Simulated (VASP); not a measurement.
# AgCl (Fm-3m) in VASP: further runs

The runs below take AgCl through single point, with PBE.

All numbers are computed with VASP 6.6.1; they aren't measurements. Logs are shortened: lines on timing, memory, paths and dates and some standing lists are left out, and cuts for length are marked.

## Step 1: The cell of the first run

It takes space group Fm-3m (No. 225, cubic). Conventional cell: a = 5.546 Å, b = 5.546 Å, c = 5.546 Å, α = 90.00°, β = 90.00°, γ = 90.00°. Ag (site symmetry m-3m) has 6 Cl at 2.77 Å within 3.7 Å. Cl (site symmetry m-3m) has 6 Ag at 2.77 Å within 3.7 Å.

## Step 2: Single point, PBE

The input, INCAR:

```
PREC = Accurate
ENCUT = 520
EDIFF = 1E-6
ISMEAR = -1
SIGMA = 0.01
LREAL = False
LASPH = True
NELM = 100
ALGO = Normal
ISIF = 2
LWAVE = False
LCHARG = False
GGA = PE
NBANDS = 16
```

The input, KPOINTS:

```
regular mesh
0
Gamma
  9 9 9
```

The input, POSCAR:

```
AgCl
1.0
    0.0000000000      2.7731500000      2.7731500000
    2.7731500000      0.0000000000      2.7731500000
    2.7731500000      2.7731500000      0.0000000000
Ag Cl
1 1
Direct
    0.5000000000      0.5000000000      0.5000000000
    0.0000000000      0.0000000000      0.0000000000
```

Potentials or basis: VASP PAW PBE potentials, release 64 (Ag, Cl).

The run is started by

```console
$ cat potpaw_PBE.64/Ag/POTCAR potpaw_PBE.64/Cl/POTCAR > POTCAR
$ mpirun -np 1 vasp_std > vasp.out
```

OUTCAR:

```text
PREC = Accurate
   ENCUT = 520
   EDIFF = 1E-6
   ISMEAR = -1
   LREAL = False
   LASPH = True
   NELM = 100
   ISIF = 2
   GGA = PE

 ion  position               nearest neighbor table
   1  0.500  0.500  0.500-   2 2.77   2 2.77   2 2.77   2 2.77   2 2.77   2 2.77
   2  0.000  0.000  0.000-   1 2.77   1 2.77   1 2.77   1 2.77   1 2.77   1 2.77

  LATTYP: Found a face centered cubic cell.
 ALAT       =     5.5463000000

  Lattice vectors:

 A1 = (   0.0000000000,   2.7731500000,   2.7731500000)
 A2 = (   2.7731500000,   0.0000000000,   2.7731500000)
 A3 = (   2.7731500000,   2.7731500000,   0.0000000000)

Analysis of symmetry for initial positions (statically):
=====================================================================
 Subroutine PRICEL returns:
 Original cell was already a primitive cell.

 Routine SETGRP: Setting up the symmetry group for a
 face centered cubic supercell.

 Subroutine GETGRP returns: Found 48 space group operations
 (whereof 48 operations were pure point group operations)
 out of a pool of 48 trial point group operations.

The static configuration has the point symmetry O_h .

Analysis of symmetry for dynamics (positions and initial velocities):
=====================================================================
 Subroutine PRICEL returns:
 Original cell was already a primitive cell.

 Routine SETGRP: Setting up the symmetry group for a
 face centered cubic supercell.

 Subroutine GETGRP returns: Found 48 space group operations
 (whereof 48 operations were pure point group operations)
 out of a pool of 48 trial point group operations.

The dynamic configuration has the point symmetry O_h .

 Subroutine INISYM returns: Found 48 space group operations
 (whereof 48 operations are pure point group operations),
 and found     1 'primitive' translations

----------------------------------------------------------------------------------------

                                     Primitive cell

  volume of cell :      42.6530

  direct lattice vectors                    reciprocal lattice vectors
     0.000000000  2.773150000  2.773150000    -0.180300380  0.180300380  0.180300380
     2.773150000  0.000000000  2.773150000     0.180300380 -0.180300380  0.180300380
     2.773150000  2.773150000  0.000000000     0.180300380  0.180300380 -0.180300380

  length of vectors
     3.921826340  3.921826340  3.921826340     0.312289420  0.312289420  0.312289420

  position of ions in fractional coordinates (direct lattice)
     0.500000000  0.500000000  0.500000000
     0.000000000  0.000000000  0.000000000

  ion indices of the primitive-cell ions
   primitive index   ion index
                 1           1
                 2           2

----------------------------------------------------------------------------------------

 KPOINTS: regular mesh

Automatic generation of k-mesh.
 Grid dimensions read from file:
 generate k-points for:    9    9    9

 Generating k-lattice:

  Cartesian coordinates                     Fractional coordinates (reciprocal lattice)
    -0.020033376  0.020033376  0.020033376     0.111111111  0.000000000  0.000000000
     0.020033376 -0.020033376  0.020033376     0.000000000  0.111111111  0.000000000
     0.020033376  0.020033376 -0.020033376     0.000000000  0.000000000  0.111111111

  Length of vectors
     0.034698824  0.034698824  0.034698824

  Shift w.r.t. Gamma in fractional coordinates (k-lattice)
     0.000000000  0.000000000  0.000000000

 Subroutine IBZKPT returns following result:
 ===========================================

 Found     35 irreducible k-points:

 Following reciprocal coordinates:
            Coordinates               Weight
  0.000000  0.000000  0.000000      1.000000
  0.111111  0.000000  0.000000      8.000000
  0.222222  0.000000  0.000000      8.000000
  0.333333  0.000000  0.000000      8.000000
  0.444444  0.000000  0.000000      8.000000
  0.111111  0.111111  0.000000      6.000000
[... 16 lines left out ...]
 -0.333333  0.333333  0.000000     12.000000
  0.444444  0.444444  0.000000      6.000000
 [... further k-points ...]
   k-points           NKPTS =     35   k-points in BZ     NKDIM =     35   number of bands    NBANDS=     16
   number of dos      NEDOS =    301   number of ions     NIONS =      2
   total plane-waves  NPLWV =  27000
   dimension x,y,z NGX =    30 NGY =   30 NGZ =   30
   dimension x,y,z NGXF=    60 NGYF=   60 NGZF=   60
   ions per type =               1   1
   NGX,Y,Z   is equivalent  to a cutoff of  12.72, 12.72, 12.72 a.u.
   NGXF,Y,Z  is equivalent  to a cutoff of  25.43, 25.43, 25.43 a.u.
 SYSTEM =  unknown system
   PREC   = accura    normal or accurate (medium, high low for compatibility)
   ISTART =      0    job   : 0-new  1-cont  2-samecut
   ICHARG =      2    charge: 1-file 2-atom 10-const
   ISPIN  =      1    spin polarized calculation?
   LNONCOLLINEAR =      F non collinear calculations
   LSORBIT =      F    spin-orbit coupling
   LASPH  =      T    aspherical Exc in radial PAW
   ENCUT  =  520.0 eV  38.22 Ry    6.18 a.u.   7.29  7.29  7.29*2*pi/ulx,y,z
   NELM   =    100;   NELMIN=  2; NELMDL= -5     # of ELM steps
   EDIFF  = 0.1E-05   stopping-criterion for ELM
   LREAL  =      F    real-space projection
   EDIFFG = 0.1E-04   stopping-criterion for IOM
   NSW    =      0    number of steps for IOM
   IBRION =     -1    ionic relax: 0-MD 1-quasi-New 2-CG
   NFREE  =      0    steps in history (QN), initial steepest desc. (CG)
   ISIF   =      2    stress and relaxation
   ISYM   =      2    0-nonsym 1-usesym 2-fastsym
   POTIM  = 0.5000    time-step for ionic-motion
   TEBEG  =    0.0;   TEEND  =   0.0 temperature during run
   PSTRESS=    0.0 pullay stress
   NELECT =      18.0000    total number of electrons
   NUPDOWN=      -1.0000    fix difference up-down
   EMIN   =  10.00;   EMAX   =-10.00  energy-range for DOS
   EFERMI =   0.00;   METHOD = LEGACY
   ISMEAR =    -1;   SIGMA  =   0.01  broadening in eV -4-tet -1-fermi 0-gaus
   EFERMI_NEDOS =   21; number of points for ismear=-14 and -15
   IALGO  =     38    algorithm
   IMIX   =      4    mixing-type and parameters
     AMIX     =   0.40;   BMIX     =  1.00
     AMIX_MAG =   1.60;   BMIX_MAG =  1.00
  volume/ion in A,a.u.               =      21.33       143.92
  Fermi-wavevector in a.u.,A,eV,Ry     =   1.227955  2.320498 20.515850  1.507872
  Thomas-Fermi vector in A             =   2.362898
   LORBIT       =      0    0 simple, 1 ext, 2 COOP (PROOUT), +10 PAW based schemes
   GGA     = PE    functional components
   LHFCALC =     F    Hartree Fock is set to
   AEXX    =    0.0000 exact exchange contribution
   IVDW    =     0    specifies the selected vdW correction
   LEPSILON=     F    determine dielectric tensor
   LRPA    =     F    only Hartree local field effects (RPA)
 non-spin polarized calculation
  energy-cutoff  :      520.00
  volume of cell :       42.65
 maximum number of plane-waves:      1161
 NGX is ok and might be reduce to    30
   NGX = 15   NGY = 15   NGZ = 15

 number of electron      18.0000005 magnetization

 Free energy of the ion-electron system (eV)
  ---------------------------------------------------
  ext. energy  EPLUGINS =         0.00000000
  ---------------------------------------------------
  free energy    TOTEN  =        -5.39443370 eV

  energy without entropy =       -5.39443370  energy(sigma->0) =       -5.39443370

 E-fermi :   4.0495     XC(G=0):  -9.9653

 val. band max:        3.7716014925   @ k =   0.4444   0.0000   0.0000
 cond. band min:       4.7261357300   @ k =   0.0000   0.0000   0.0000
 fundamental gap:      0.9545342375
 Fermi energy:         4.0494977086

 k-point     1 :       0.0000    0.0000    0.0000
  band No.  band energies     occupation
      1     -11.3310      2.00000
      2       1.3781      2.00000
      3       1.3781      2.00000
      4       1.3781      2.00000
      5       1.4191      2.00000
      6       1.4191      2.00000
[... 8 lines left out ...]
     15      17.1342      0.00000
     16      17.1342      0.00000

 k-point     2 :       0.1111    0.0000    0.0000
  band No.  band energies     occupation
      1     -11.2833      2.00000
      2       0.7782      2.00000
      3       0.8006      2.00000
      4       0.8006      2.00000
      5       1.4223      2.00000
      6       1.4223      2.00000
[... 8 lines left out ...]
     15      15.9329      0.00000
     16      16.5775      0.00000

 k-point     3 :       0.2222    0.0000    0.0000
  band No.  band energies     occupation
      1     -11.1583      2.00000
      2      -0.1417      2.00000
      3       0.2636      2.00000
      4       0.2636      2.00000
      5       1.5268      2.00000
      6       1.5268      2.00000
[... 8 lines left out ...]
     15      15.9586      0.00000
     16      16.4297      0.00000

 k-point     4 :       0.3333    0.0000    0.0000
  band No.  band energies     occupation
      1     -11.0083      2.00000
      2      -0.9242      2.00000
      3      -0.1165      2.00000
      4      -0.1165      2.00000
      5       1.6500      2.00000
      6       1.6500      2.00000
[... 8 lines left out ...]
     15      16.6516      0.00000
     16      16.6516      0.00000
[... 324 lines left out ...]
 k-point    22 :      -0.4444    0.3333    0.0000
  band No.  band energies     occupation
      1     -10.8598      2.00000
      2      -0.5290      2.00000
      3      -0.1920      2.00000
      4       0.1095      2.00000
      5       1.4633      2.00000
      6       1.8140      2.00000
[... 8 lines left out ...]
     15      17.9264      0.00000
     16      19.3998      0.00000

 k-point    23 :      -0.3333    0.3333    0.0000
  band No.  band energies     occupation
      1     -10.8529      2.00000
      2      -0.7380      2.00000
      3      -0.2413      2.00000
      4      -0.1511      2.00000
      5       1.6328      2.00000
      6       1.7603      2.00000
[... 8 lines left out ...]
     15      16.9049      0.00000
     16      20.0527      0.00000

 k-point    24 :       0.4444    0.4444    0.0000
  band No.  band energies     occupation
      1     -10.8849      2.00000
      2      -0.5673      2.00000
      3       0.7503      2.00000
      4       0.7503      2.00000
      5       1.0628      2.00000
      6       1.6020      2.00000
[... 8 lines left out ...]
     15      19.2050      0.00000
     16      19.2051      0.00000

 [... further k-points ...]

------------------------ aborting loop because EDIFF is reached ----------------------------------------

  FORCE on cell =-STRESS in cart. coord.  units (eV):
  Direction    XX          YY          ZZ          XY          YZ          ZX
  --------------------------------------------------------------------------------------
  -------------------------------------------------------------------------------------
  Total        0.3911644      0.3911644      0.3911644      0.0000000     -0.0000000      0.0000000
  in kB       14.6933160     14.6933160     14.6933160      0.0000000     -0.0000000      0.0000000
  external PRESSURE =      14.6933160 kB  Pullay stress =       0.0000000 kB

 VOLUME and BASIS-vectors are now :
 -----------------------------------------------------------------------------
  energy-cutoff  :      520.00
  volume of cell :       42.65
      direct lattice vectors                 reciprocal lattice vectors
     0.000000000  2.773150000  2.773150000    -0.180300380  0.180300380  0.180300380
     2.773150000  0.000000000  2.773150000     0.180300380 -0.180300380  0.180300380
     2.773150000  2.773150000  0.000000000     0.180300380  0.180300380 -0.180300380

 POSITION                                       TOTAL-FORCE (eV/Angst)
 -----------------------------------------------------------------------------------
      2.77315      2.77315      2.77315         0.000000      0.000000      0.000000
      0.00000      0.00000      0.00000        -0.000000     -0.000000     -0.000000
 -----------------------------------------------------------------------------------
    total drift:                                0.000000      0.000000      0.000000

  FREE ENERGIE OF THE ION-ELECTRON SYSTEM (eV)
  ---------------------------------------------------
  free  energy   TOTEN  =        -5.3944336998 eV

  energy  without entropy=       -5.3944336998  energy(sigma->0) =       -5.39443370
```

Run time: 20 s. Hardware: 1 thread of Intel Xeon Platinum 8488C (Sapphire Rapids), shared host; peak memory 0.17 GiB.

What came out:

```yaml
Free_energy: -5.3944 eV
Pressure: 1.5 GPa
Band_gap_on_the_k_mesh: 0.95 eV (least direct gap 3.14 eV)
```

Levels at points of the mesh, in eV from the valence-band top:
```csv
k point,band 7,band 8,band 9,band 10,band 11,band 12
"(0.00, 0.00, 0.00)",-2.28,-2.28,-2.28,0.95,10.90,10.90
```

Caveat: an odd mesh through Γ misses points on the zone boundary, where band edges can lie.

## Step 3: Single point, PBE, non-collinear spin, zero start, spin-orbit coupling

The input, INCAR:

```
SYSTEM = AgCl
PREC     = Accurate       ! precision mode
ENCUT    = 520            ! plane-wave cutoff, eV
EDIFF    = 1E-6           ! SCF threshold, eV
ISMEAR   = -1             ! smearing method
SIGMA    = 0.01           ! smearing width, eV
LREAL    = .False.        ! projectors in reciprocal space
LASPH    = .True.         ! aspherical terms in the spheres
NELM     = 150            ! most SCF steps
ALGO     = Normal         ! electronic algorithm
ISIF     = 2              ! what is computed and relaxed
LWAVE    = .False.        ! write WAVECAR
LCHARG   = .False.        ! write CHGCAR
MAGMOM   = 0 0 0 0 0 0    ! initial moments
LORBIT   = 11             ! projections on sites
LSORBIT  = .True.         ! spin-orbit coupling
GGA_COMPAT= .False.      
LORBMOM  = .True.       
LMAXMIX  = 4              ! l up to which the mixer works
GGA      = PE             ! functional
NBANDS   = 30             ! bands
```

The input, KPOINTS:

```
Automatic mesh
0
Gamma
  9 9 9
  0 0 0
```

POSCAR is that of step 2.

Potentials or basis: VASP PAW PBE potentials, release 64 (Ag, Cl).

The run is started by

```console
$ cat potpaw_PBE.64/Ag/POTCAR potpaw_PBE.64/Cl/POTCAR > POTCAR
$ mpirun -np 1 vasp_ncl > vasp.out
```

OUTCAR:

```text
SYSTEM = AgCl
   PREC = Accurate
   ENCUT = 520
   EDIFF = 1E-6
   ISMEAR = -1
   LREAL = .False.
   LASPH = .True.
   NELM = 150
   ISIF = 2
   LORBIT = 11
   LSORBIT = .True.
   GGA = PE

 ion  position               nearest neighbor table
   1  0.500  0.500  0.500-   2 2.77   2 2.77   2 2.77   2 2.77   2 2.77   2 2.77
   2  0.000  0.000  0.000-   1 2.77   1 2.77   1 2.77   1 2.77   1 2.77   1 2.77

  LATTYP: Found a face centered cubic cell.
 ALAT       =     5.5463000000

  Lattice vectors:

 A1 = (   0.0000000000,   2.7731500000,   2.7731500000)
 A2 = (   2.7731500000,   0.0000000000,   2.7731500000)
 A3 = (   2.7731500000,   2.7731500000,   0.0000000000)

Analysis of symmetry for initial positions (statically):
=====================================================================
 Subroutine PRICEL returns:
 Original cell was already a primitive cell.

 Routine SETGRP: Setting up the symmetry group for a
 face centered cubic supercell.

 Subroutine GETGRP returns: Found 48 space group operations
 (whereof 48 operations were pure point group operations)
 out of a pool of 48 trial point group operations.

The static configuration has the point symmetry O_h .

Analysis of symmetry for dynamics (positions and initial velocities):
=====================================================================
 Subroutine PRICEL returns:
 Original cell was already a primitive cell.

 Routine SETGRP: Setting up the symmetry group for a
 face centered cubic supercell.

 Subroutine GETGRP returns: Found 48 space group operations
 (whereof 48 operations were pure point group operations)
 out of a pool of 48 trial point group operations.

The dynamic configuration has the point symmetry O_h .

Analysis of structural, dynamic, and magnetic symmetry:
=====================================================================
 Subroutine PRICEL returns:
 Original cell was already a primitive cell.

 Routine SETGRP: Setting up the symmetry group for a
[... 1000 lines left out ...]

 # of ion     p       d       tot
 ----------------------------------------
  1         0.000   0.000   0.000
  2         0.000   0.000   0.000
 ----------------------------------------
            0.000   0.000   0.000

 orbital moment (z)

 # of ion     p       d       tot
 ----------------------------------------
  1         0.000   0.000   0.000
  2         0.000   0.000   0.000
 ----------------------------------------
            0.000   0.000   0.000

 Spin-Orbit-Coupling matrix elements

 Ion:    1  E_soc:     -0.0375174
 l=   1
     0.0000000    -0.0008251    -0.0008251
    -0.0008251     0.0000000    -0.0008251
    -0.0008251    -0.0008251     0.0000000
 l=   2
     0.0000000    -0.0011065     0.0000000    -0.0011065    -0.0043213
    -0.0011065     0.0000000    -0.0032410    -0.0011065    -0.0010803
     0.0000000    -0.0032410     0.0000000    -0.0032410     0.0000000
    -0.0011065    -0.0011065    -0.0032410     0.0000000    -0.0010803
    -0.0043213    -0.0010803     0.0000000    -0.0010803     0.0000000
 l=   3
     0.0000000     0.0000000     0.0000000     0.0000000     0.0000000     0.0000000     0.0000000
     0.0000000     0.0000000     0.0000000     0.0000000     0.0000000     0.0000000     0.0000000
     0.0000000     0.0000000     0.0000000     0.0000000     0.0000000     0.0000000     0.0000000
     0.0000000     0.0000000     0.0000000     0.0000000     0.0000000     0.0000000     0.0000000
     0.0000000     0.0000000     0.0000000     0.0000000     0.0000000     0.0000000     0.0000000
     0.0000000     0.0000000     0.0000000     0.0000000     0.0000000     0.0000000     0.0000000
     0.0000000     0.0000000     0.0000000     0.0000000     0.0000000     0.0000000     0.0000000

 Ion:    2  E_soc:     -0.0034477
 l=   1
     0.0000000    -0.0005746    -0.0005746
    -0.0005746     0.0000000    -0.0005746
    -0.0005746    -0.0005746     0.0000000
 l=   2
     0.0000000     0.0000000     0.0000000     0.0000000     0.0000000
     0.0000000     0.0000000     0.0000000     0.0000000     0.0000000
     0.0000000     0.0000000     0.0000000     0.0000000     0.0000000
     0.0000000     0.0000000     0.0000000     0.0000000     0.0000000
     0.0000000     0.0000000     0.0000000     0.0000000     0.0000000
 l=   3
     0.0000000     0.0000000     0.0000000     0.0000000     0.0000000     0.0000000     0.0000000
     0.0000000     0.0000000     0.0000000     0.0000000     0.0000000     0.0000000     0.0000000
     0.0000000     0.0000000     0.0000000     0.0000000     0.0000000     0.0000000     0.0000000
     0.0000000     0.0000000     0.0000000     0.0000000     0.0000000     0.0000000     0.0000000
     0.0000000     0.0000000     0.0000000     0.0000000     0.0000000     0.0000000     0.0000000
     0.0000000     0.0000000     0.0000000     0.0000000     0.0000000     0.0000000     0.0000000
     0.0000000     0.0000000     0.0000000     0.0000000     0.0000000     0.0000000     0.0000000

 total charge

# of ion       s       p       d       tot
------------------------------------------
    1        0.198   0.139   9.372   9.709
    2        1.603   3.475   0.000   5.078
--------------------------------------------------
tot          1.802   3.614   9.372  14.787

 magnetization (x)

# of ion       s       p       d       tot
------------------------------------------
    1       -0.000  -0.000   0.000  -0.000
    2        0.000   0.000   0.000   0.000
--------------------------------------------------
tot         -0.000  -0.000   0.000  -0.000

 magnetization (y)

# of ion       s       p       d       tot
------------------------------------------
    1        0.000   0.000   0.000   0.000
    2        0.000   0.000   0.000   0.000
--------------------------------------------------
tot          0.000   0.000   0.000   0.000

 magnetization (z)

# of ion       s       p       d       tot
------------------------------------------
    1        0.000  -0.000   0.000   0.000
    2        0.000  -0.000   0.000  -0.000
--------------------------------------------------
tot          0.000  -0.000   0.000   0.000
```

Run time: 65 s. Hardware: 1 thread of Intel Xeon Platinum 8488C (Sapphire Rapids), shared host; peak memory 0.3 GiB.

Results:

```yaml
Free_energy: -5.4149 eV
Pressure: 1.4 GPa
Net_moment: 0.00 μB per cell
Valence_electrons_inside_the_program's_atomic_spheres: Ag 9.71; Cl 5.08
```

Moments on the atoms (μB; x, y, z):
```
Ag  0.00 0.00 0.00
Cl  0.00 0.00 0.00
```
